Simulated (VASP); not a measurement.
## Al: relaxation of cell and atoms with PBE0

Al:

```xyz
1
Lattice="2.7218 0.0000 0.0000 0.0000 2.7218 0.0000 0.0000 0.0000 2.7218" Properties=species:S:1:pos:R:3 pbc="T T T"
Al    0.0000    0.0000    0.0000
```

```json
{
 "Program": "VASP 6.6.1",
 "Task": "relaxation of cell and atoms",
 "Functional": "PBE0",
 "Potentials or basis": "VASP PAW PBE potentials, release 64 (Al)",
 "Cutoff": "600 eV",
 "k mesh": "5 × 5 × 5",
 "Occupations": "fermi-dirac, width 0.05 eV",
 "Spin": "no spin polarisation",
 "Dipole correction": "no",
 "Grid for exact exchange (PRECFOCK)": "Normal",
 "Further INCAR settings": "ALGO = Normal; EDIFF = 1e-06; IBRION = 2; EDIFFG = -0.01; NSW = 60; ISIF = 3"
}
```

The relaxed volume is 19.76 Å³/atom and the relaxed cell is a = 2.704 Å, b = 2.704 Å, c = 2.704 Å, α = 90.00°, β = 90.00°, γ = 90.00°. The space group after relaxing (to 0.05 Å) is Pm-3m (No. 221), the energy gained by relaxing is 1.5 meV/atom and the ionic steps are 3. The pressure after relaxing is 0.0 GPa.

Step by step:
| step | energy change (eV) | largest force (eV/Å) | pressure (GPa) | volume (Å³) |
| --- | --- | --- | --- | --- |
| 1 | 0.0000 | 0.0000 | -1.21 | 20.16 |
| 2 | -0.0015 | 0.0000 | 0.12 | 19.72 |
| 3 | -0.0015 | 0.0000 | 0.02 | 19.76 |

Final structure:
```
CELL_PARAMETERS angstrom
2.70361 0.00000 0.00000
0.00000 2.70361 0.00000
0.00000 0.00000 2.70361
ATOMIC_POSITIONS crystal
Al 0.00000 0.00000 0.00000
```

Levels at points of the mesh, in eV from the Fermi level:
| k point | band 1 | band 2 | band 3 | band 4 |
| --- | --- | --- | --- | --- |
| (0.00, 0.00, 0.00) | -11.23 | 9.62 | 9.62 | 10.85 |

It took 26 s on 1 thread of Intel(R) Xeon(R) 6975P-C (Granite Rapids), on a shared host, peak memory 0.13 GiB.

Caveat: the k points lie up to 0.46 Å⁻¹ apart in the final cell; the PAW data sets were made with another functional, which shifts forces and pressure a little.
